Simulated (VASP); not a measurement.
# NbP (I4_1md) in VASP: notebook, part 2 of 2

VASP 6.6.1. Earlier steps stand in the parts before.

## 3. Single point, PBE (biaxial strain in the a-b plane: -1.0 %)

INCAR

```
PREC     = Accurate       # precision mode
ENCUT    = 520            # plane-wave cutoff, eV
EDIFF    = 1E-6           # SCF threshold, eV
ISMEAR   = 0              # smearing method
SIGMA    = 0.1            # smearing width, eV
LREAL    = F              # projectors in reciprocal space
LASPH    = T              # aspherical terms in the spheres
NELM     = 80             # most SCF steps
ALGO     = Normal         # electronic algorithm
ISIF     = 2              # what is computed and relaxed
LWAVE    = F              # write WAVECAR
LCHARG   = F              # write CHGCAR
GGA      = PE             # functional
NBANDS   = 46             # bands
```

KPOINTS

```
Automatic mesh
0
Gamma
  10 10 4
```

POSCAR

```
NbP
1.0
    3.3135763769      0.0000000000      0.0000000000
    0.0000000000      3.3135763769      0.0000000000
    0.0000000000      0.0000000000     11.4965322509
Nb P
4 4
Direct
    0.5000000000      0.5000000000      0.0000346828
    0.0000000000      0.5000000000      0.7500346828
    0.0000000000      0.0000000000      0.5000346828
    0.5000000000      0.0000000000      0.2500346828
    0.0000000000      0.0000000000      0.0825938922
    0.5000000000      0.0000000000      0.8325938922
    0.5000000000      0.5000000000      0.5825938922
    0.0000000000      0.5000000000      0.3325938922
```

Potentials or basis: VASP PAW PBE potentials, release 64 (Nb_sv, P).

The run is started by

```console
cat potpaw_PBE.64/Nb_sv/POTCAR potpaw_PBE.64/P/POTCAR > POTCAR
mpirun -np 1 vasp_std > vasp.out
```

Run time: 3.8 min. Hardware: 1 thread of AMD EPYC 9R45 (Zen 5), shared host; peak memory 0.39 GiB.

The run converged. Its results:

* Free energy: -70.6027 eV
* Pressure: 2.7 GPa
* Largest force: 0.106 eV/Å
* Band gap on the k mesh: zero (bands 36 and 37 overlap by 0.17 eV)

Forces on the atoms (eV/Å):
```
Nb   0.000  0.000 -0.106
Nb   0.000  0.000 -0.106
Nb   0.000  0.000 -0.106
Nb   0.000  0.000 -0.106
P    0.000  0.000  0.106
P    0.000  0.000  0.106
P    0.000  0.000  0.106
P    0.000  0.000  0.106
```

Stress tensor (GPa, compression positive):
```
3.87 0.00 0.00
0.00 3.87 0.00
0.00 0.00 0.50
```

Levels at points of the mesh, in eV from the Fermi level:
| k point | band 32 | band 33 | band 34 | band 35 | band 36 | band 37 | band 38 | band 39 | band 40 | band 41 |
| --- | --- | --- | --- | --- | --- | --- | --- | --- | --- | --- |
| (0.00, 0.00, 0.00) | -1.83 | -1.34 | -1.34 | -0.45 | -0.45 | 0.91 | 1.26 | 1.26 | 1.65 | 2.36 |
| (0.50, 0.00, 0.00) | -2.02 | -1.54 | -1.54 | -0.12 | -0.12 | -0.01 | -0.01 | 1.52 | 1.52 | 2.46 |
| (0.50, 0.50, 0.00) | -2.91 | -0.40 | -0.40 | -0.40 | -0.40 | 3.08 | 3.08 | 3.08 | 3.08 | 3.17 |
| (0.00, 0.00, 0.50) | -2.19 | -0.86 | -0.86 | -0.86 | -0.86 | 1.01 | 1.01 | 1.53 | 1.53 | 2.78 |
| (0.50, 0.00, 0.50) | -1.89 | -1.59 | -1.59 | -0.18 | -0.18 | 0.10 | 0.10 | 1.35 | 1.35 | 2.44 |
| (0.50, 0.50, 0.50) | -2.96 | -0.38 | -0.38 | -0.38 | -0.38 | 3.07 | 3.07 | 3.07 | 3.07 | 3.17 |

Caveat: the cell differs from its parent crystal (biaxial strain in the a-b plane: -1.0 %).

## 4. Single point, PBE (biaxial strain in the a-b plane: -1.0 %, then relaxed in part)

INCAR

```
SYSTEM = NbP
PREC = Accurate
ENCUT = 520
EDIFF = 1E-6
ISMEAR = 0
SIGMA = 0.1
LREAL = .False.
LASPH = .True.
NELM = 80
ALGO = Normal
ISIF = 2
LWAVE = .False.
LCHARG = .False.
GGA = PE
NBANDS = 46
```

KPOINTS

```
Automatic mesh
0
Gamma
  10 10 4
  0 0 0
```

POSCAR

```
NbP
1.0
    3.3135763769      0.0000000000      0.0000000000
    0.0000000000      3.3135763769      0.0000000000
    0.0000000000      0.0000000000     11.5453610495
Nb P
4 4
Direct
    0.5000000000      0.5000000000     -0.0004491331
    0.0000000000      0.5000000000      0.7495508669
    0.0000000000      0.0000000000      0.4995508669
    0.5000000000      0.0000000000      0.2495508669
    0.0000000000      0.0000000000      0.0830777081
    0.5000000000      0.0000000000      0.8330777081
    0.5000000000      0.5000000000      0.5830777081
    0.0000000000      0.5000000000      0.3330777081
```

The run is started by

```console
cat potpaw_PBE.64/Nb_sv/POTCAR potpaw_PBE.64/P/POTCAR > POTCAR
mpirun -np 1 vasp_std > vasp.out
```

Wall time 3.8 min (1 thread of AMD EPYC 9R45 (Zen 5), shared host); peak memory 0.39 GiB.

The run converged. Its results:

| Quantity | Value |
| --- | --- |
| Free energy | -70.6055 eV |
| Pressure | 2.0 GPa |
| Band gap on the k mesh | zero (bands 36 and 37 overlap by 0.18 eV) |

Stress tensor (GPa, compression positive):
```
 3.16  0.00  0.00
 0.00  3.16  0.00
 0.00  0.00 -0.37
```

Levels at points of the mesh, in eV from the Fermi level:
```csv
k point,band 34,band 35,band 36,band 37,band 38,band 39
"(0.00, 0.00, 0.00)",-1.33,-0.44,-0.44,0.93,1.28,1.28
"(0.50, 0.00, 0.00)",-1.57,-0.14,-0.14,-0.01,-0.01,1.50
"(0.50, 0.50, 0.00)",-0.40,-0.40,-0.40,3.07,3.07,3.07
"(0.00, 0.00, 0.50)",-0.85,-0.85,-0.85,1.03,1.03,1.55
"(0.50, 0.00, 0.50)",-1.60,-0.21,-0.21,0.10,0.10,1.33
"(0.50, 0.50, 0.50)",-0.37,-0.37,-0.37,3.05,3.05,3.05
```

Caveat: the cell differs from its parent crystal (biaxial strain in the a-b plane: -1.0 %, then relaxed in part).

## 5. Summary

```tsv
cell	gap on the mesh (eV)	pressure (GPa)
a = 3.280, b = 3.280, c = 11.657 Å, 8 atoms, atomic positions A	none	4.6
a = 3.314, b = 3.314, c = 11.497 Å, 8 atoms, atomic positions B	none	2.7
a = 3.314, b = 3.314, c = 11.545 Å, 8 atoms, atomic positions C	none	2.0
```

Alike in all rows: task single point; level PBE; potentials or basis VASP PAW PBE potentials, release 64 (Nb_sv, P); no spin polarisation; k mesh 10 × 10 × 4; cutoff (eV) 520; smearing gaussian 0.1 eV.

Caveats: the stress differs along the axes, from -0 to 7 GPa (at least some runs).

Total energies depend on the potentials used, so only differences within one code and one set of settings carry meaning.
